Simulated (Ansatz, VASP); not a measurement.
AlN in VASP and in Ansatz

File POSCAR:

```
AlN
1.0
    0.0000000000      2.1900000000      2.1900000000
    2.1900000000      0.0000000000      2.1900000000
    2.1900000000      2.1900000000      0.0000000000
Al N
1 1
Direct
    0.0000000000      0.0000000000      0.0000000000
    0.2500000000      0.2500000000      0.2500000000
```

File INCAR.step1:

```
  PREC = Accurate
  ENCUT = 660
  ISMEAR = 0
  SIGMA = 0.1
  LREAL = False
  LASPH = True
  NELM = 120
  NBANDS = 11
  GGA = PE
  ALGO = Normal
  EDIFF = 1E-5
  LWAVE = True
  LCHARG = False
  GGA_COMPAT = False
```

Contents of INCAR.step2:

```
  PREC = Accurate
  ENCUT = 660
  EDIFF = 1E-6
  ISMEAR = 0
  SIGMA = 0.1
  LREAL = False
  LASPH = True
  NELM = 120
  ALGO = Normal
  ISIF = 2
  LWAVE = False
  LCHARG = False
  METAGGA = R2SCAN
  LMIXTAU = True
  NBANDS = 11
  ISTART = 1
  GGA_COMPAT = False
```

Contents of KPOINTS:

```
regular mesh
0
Gamma
  8 8 8
```

Input for Ansatz:

```yaml
crystal:
  lattice:
    - [0.0, 2.19, 2.19]
    - [2.19, 0.0, 2.19]
    - [2.19, 2.19, 0.0]
  atoms:
    - { symbol: Al, position: [0.0, 0.0, 0.0] }
    - { symbol: "N", position: [0.25, 0.25, 0.25] }
basis:
  ecutwfc: 500
kpoints:
  mp_grid: { grid: [8, 8, 8] }
hamiltonian:
  xc: r2scan
scf:
  occupations: { method: gaussian, width: 0.1 }
output:
  forces: true
  stress: true
  eigenvalues: true
```

Alike in both runs: task single point; functional r2SCAN; k mesh 8 × 8 × 8; occupations gaussian, width 0.1 eV; no spin polarisation.

|  | VASP | Ansatz |
| --- | --- | --- |
| version | VASP 6.6.1 | Ansatz 0.2.0 |
| potentials or method | VASP PAW PBE potentials, release 64 (Al, N), cutoff 660 eV | scalar-relativistic, plane waves, PAW |
| valence electrons in the cell | 8 | 8 |

Ansatz gave:

* gap on the k mesh at the Fermi level (eV): 3.94
* least direct gap on the mesh (eV): 4.78
* pressure (GPa): -1.5

Task: Which values does VASP return?

Result: gap on the k mesh at the Fermi level (eV): 3.93; least direct gap on the mesh (eV): 4.82; pressure (GPa): -1.8.

VASP's potentials were made for PBE, not for r2SCAN. The functional is the same, so the differences come from potentials, cutoffs and numerics.
